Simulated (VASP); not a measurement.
# MgO (rocksalt type) (Fm-3m) in VASP: notebook, part 2 of 2

VASP 6.6.1. Earlier steps stand in the parts before.

## Step 3: Single point, LDA (7.20 Å³/atom)

INCAR reads:

```
ALGO     = Normal         # electronic algorithm
EDIFF    = 1E-6           # SCF threshold, eV
ENCUT    = 600            # plane-wave cutoff, eV
GGA      = CA             # functional
GGA_COMPAT= F            
ISIF     = 2              # what is computed and relaxed
ISMEAR   = -1             # smearing method
LASPH    = T              # aspherical terms in the spheres
LCHARG   = F              # write CHGCAR
LREAL    = F              # projectors in reciprocal space
LWAVE    = F              # write WAVECAR
NBANDS   = 11             # bands
NELM     = 120            # most SCF steps
PREC     = Accurate       # precision mode
SIGMA    = 0.05           # smearing width, eV
```

KPOINTS reads:

```
k-points
0
Gamma
  15 15 15
```

POSCAR reads:

```
MgO
1.0
    0.0000000000      1.9305502649      1.9305502649
    1.9305502649      0.0000000000      1.9305502649
    1.9305502649      1.9305502649      0.0000000000
Mg O
1 1
Direct
    0.0000000000      0.0000000000      0.0000000000
    0.5000000000      0.5000000000      0.5000000000
```

Potentials or basis: VASP PAW LDA potentials, release 64 (Mg, O).

Command:

```
$ cat potpaw_LDA.64/Mg/POTCAR potpaw_LDA.64/O/POTCAR > POTCAR
$ mpirun -np 1 vasp_std > vasp.out
```

OUTCAR:

```text
EDIFF = 1E-6
   ENCUT = 600
   GGA = CA
   ISIF = 2
   ISMEAR = -1
   LASPH = T
   LREAL = F
   NELM = 120
   PREC = Accurate

 ion  position               nearest neighbor table
   1  0.000  0.000  0.000-   2 1.93   2 1.93   2 1.93   2 1.93   2 1.93   2 1.93
   2  0.500  0.500  0.500-   1 1.93   1 1.93   1 1.93   1 1.93   1 1.93   1 1.93

  LATTYP: Found a face centered cubic cell.
 ALAT       =     3.8611005298

  Lattice vectors:

 A1 = (   0.0000000000,   1.9305502649,   1.9305502649)
 A2 = (   1.9305502649,   0.0000000000,   1.9305502649)
 A3 = (   1.9305502649,   1.9305502649,   0.0000000000)

Analysis of symmetry for initial positions (statically):
=====================================================================
 Subroutine PRICEL returns:
 Original cell was already a primitive cell.

 Routine SETGRP: Setting up the symmetry group for a
 face centered cubic supercell.

 Subroutine GETGRP returns: Found 48 space group operations
 (whereof 48 operations were pure point group operations)
 out of a pool of 48 trial point group operations.

The static configuration has the point symmetry O_h .

Analysis of symmetry for dynamics (positions and initial velocities):
=====================================================================
 Subroutine PRICEL returns:
 Original cell was already a primitive cell.

 Routine SETGRP: Setting up the symmetry group for a
 face centered cubic supercell.

 Subroutine GETGRP returns: Found 48 space group operations
 (whereof 48 operations were pure point group operations)
 out of a pool of 48 trial point group operations.

The dynamic configuration has the point symmetry O_h .

 Subroutine INISYM returns: Found 48 space group operations
 (whereof 48 operations are pure point group operations),
 and found     1 'primitive' translations

----------------------------------------------------------------------------------------

                                     Primitive cell
[... 113 lines left out ...]
  Fermi-wavevector in a.u.,A,eV,Ry     =   1.346109  2.543778 24.653903  1.812011
  Thomas-Fermi vector in A             =   2.473968
   LORBIT       =      0    0 simple, 1 ext, 2 COOP (PROOUT), +10 PAW based schemes
   GGA     = CA    functional components
   LHFCALC =     F    Hartree Fock is set to
   AEXX    =    0.0000 exact exchange contribution
   IVDW    =     0    specifies the selected vdW correction
   LEPSILON=     F    determine dielectric tensor
   LRPA    =     F    only Hartree local field effects (RPA)
 non-spin polarized calculation
  energy-cutoff  :      600.00
  volume of cell :       14.39
 maximum number of plane-waves:       531
 NGX is ok and might be reduce to    24
   NGX = 11   NGY = 11   NGZ = 11

 number of electron       7.9999999 magnetization

 Free energy of the ion-electron system (eV)
  ---------------------------------------------------
  ext. energy  EPLUGINS =         0.00000000
  ---------------------------------------------------
  free energy    TOTEN  =       -12.91563450 eV

  energy without entropy =      -12.91563450  energy(sigma->0) =      -12.91563450

 E-fermi :   6.2036     XC(G=0): -12.9094

 val. band max:        5.1706308093   @ k =   0.0000   0.0000   0.0000
 cond. band min:      12.8309552050   @ k =   0.0000   0.0000   0.0000
 fundamental gap:      7.6603243956
 Fermi energy:         6.2035653770

 k-point     1 :       0.0000    0.0000    0.0000
  band No.  band energies     occupation
      1     -13.4187      2.00000
      2       5.1706      2.00000
      3       5.1706      2.00000
      4       5.1706      2.00000
      5      12.8310      0.00000
      6      22.0831      0.00000
      7      22.0831      0.00000
      8      22.0831      0.00000
      9      26.8535      0.00000
     10      28.8551      0.00000
     11      28.8551      0.00000
[... 309 lines left out ...]
 k-point    24 :       0.2000    0.1333    0.0000
  band No.  band energies     occupation
      1     -12.7937      2.00000
      2       3.1468      2.00000
      3       4.6202      2.00000
      4       4.6235      2.00000
      5      14.7653      0.00000
      6      18.4868      0.00000
      7      23.6147      0.00000
      8      23.6944      0.00000
      9      25.8700      0.00000
     10      29.6909      0.00000
     11      32.7927      0.00000

 [... further k-points ...]
[... 5 lines left out ...]
  --------------------------------------------------------------------------------------
  -------------------------------------------------------------------------------------
  Total        5.3111292      5.3111292      5.3111292      0.0000000      0.0000000     -0.0000000
  in kB      591.3221000    591.3221000    591.3221000      0.0000000      0.0000000     -0.0000000
  external PRESSURE =     591.3221000 kB  Pullay stress =       0.0000000 kB

 VOLUME and BASIS-vectors are now :
 -----------------------------------------------------------------------------
  energy-cutoff  :      600.00
  volume of cell :       14.39
      direct lattice vectors                 reciprocal lattice vectors
     0.000000000  1.930550265  1.930550265    -0.258993516  0.258993516  0.258993516
     1.930550265  0.000000000  1.930550265     0.258993516 -0.258993516  0.258993516
     1.930550265  1.930550265  0.000000000     0.258993516  0.258993516 -0.258993516

 POSITION                                       TOTAL-FORCE (eV/Angst)
 -----------------------------------------------------------------------------------
      0.00000      0.00000      0.00000        -0.000000     -0.000000     -0.000000
      1.93055      1.93055      1.93055         0.000000      0.000000      0.000000
 -----------------------------------------------------------------------------------
    total drift:                               -0.000000     -0.000000      0.000000

  FREE ENERGIE OF THE ION-ELECTRON SYSTEM (eV)
  ---------------------------------------------------
  free  energy   TOTEN  =       -12.9156344976 eV

  energy  without entropy=      -12.9156344976  energy(sigma->0) =      -12.91563450
```

OSZICAR:

```text
N       E                     dE             d eps       ncg     rms          rms(c)
DAV:   1     0.148723715185E+02    0.14872E+02   -0.53609E+03  3032   0.748E+02
DAV:   2    -0.141654866589E+02   -0.29038E+02   -0.28441E+02  3037   0.153E+02
DAV:   3    -0.146974985599E+02   -0.53201E+00   -0.53165E+00  3135   0.174E+01
DAV:   4    -0.146984586211E+02   -0.96006E-03   -0.96004E-03  2922   0.828E-01
DAV:   5    -0.146984608670E+02   -0.22459E-05   -0.22461E-05  3090   0.371E-02    0.763E+00
DAV:   6    -0.129863209285E+02    0.17121E+01   -0.77222E+00  2742   0.167E+01    0.199E+00
DAV:   7    -0.129404356891E+02    0.45885E-01   -0.69772E-02  3009   0.211E+00    0.127E+00
DAV:   8    -0.129157914470E+02    0.24644E-01   -0.13014E-02  2778   0.129E+00    0.137E-01
DAV:   9    -0.129156753360E+02    0.11611E-03   -0.17193E-04  3150   0.964E-02    0.831E-02
DAV:  10    -0.129156347847E+02    0.40551E-04   -0.10876E-04  2904   0.838E-02    0.434E-03
DAV:  11    -0.129156344976E+02    0.28705E-06   -0.22299E-06  2098   0.101E-02
   1 F= -.12915634E+02 E0= -.12915634E+02  d E =-.100204E-10
```

Wall time 14 s (1 thread of Intel Xeon Platinum 8259CL at 2.50GHz (Skylake/Cascade Lake), shared host); peak memory 0.15 GiB.

What came out:

```yaml
Free_energy: -12.9156 eV
Pressure: 59.1 GPa
Band_gap_on_the_k_mesh: 7.66 eV
```

Levels at points of the mesh, in eV from the valence-band top:
```csv
k point,band 2,band 3,band 4,band 5,band 6,band 7
"(0.00, 0.00, 0.00)",0.00,0.00,0.00,7.66,16.91,16.91
```

Caveat: the cell stands under pressure; an odd mesh through Γ misses points on the zone boundary, where band edges can lie.

## Step 4: Single point, LDA (7.91 Å³/atom)

This run uses another cell than the first one, of 7.91 Å³/atom.

INCAR reads:

```
ALGO = Normal ; EDIFF = 1E-6
ENCUT = 600 ; GGA_COMPAT = False
ISIF = 2 ; ISMEAR = -1
LASPH = True ; LCHARG = False
LREAL = False ; LWAVE = False
NBANDS = 11 ; NELM = 120
PREC = Accurate ; SIGMA = 0.05
```

KPOINTS is that of step 3.

POSCAR reads:

```
MgO
1.0
    0.0000000000      1.9928686503      1.9928686503
    1.9928686503      0.0000000000      1.9928686503
    1.9928686503      1.9928686503      0.0000000000
Mg O
1 1
Direct
    0.0000000000      0.0000000000      0.0000000000
    0.5000000000      0.5000000000      0.5000000000
```

Command:

```
$ cat potpaw_LDA.64/Mg/POTCAR potpaw_LDA.64/O/POTCAR > POTCAR
$ mpirun -np 1 vasp_std > vasp.out
```

Run time: 14 s. Hardware: 1 thread of Intel Xeon Platinum 8259CL at 2.50GHz (Skylake/Cascade Lake), shared host; peak memory 0.15 GiB.

Results (log left out):

| Property | Result |
| --- | --- |
| Free energy | -13.2954 eV |
| Pressure | 26.7 GPa |
| Band gap on the k mesh | 6.45 eV |

Levels at points of the mesh, in eV from the valence-band top:
```tsv
k point	band 1	band 2	band 3	band 4	band 5	band 6	band 7	band 8
(0.00, 0.00, 0.00)	-17.96	0.00	0.00	0.00	6.45	16.42	16.42	16.42
```

Caveat: the cell stands under pressure; an odd mesh through Γ misses points on the zone boundary, where band edges can lie.
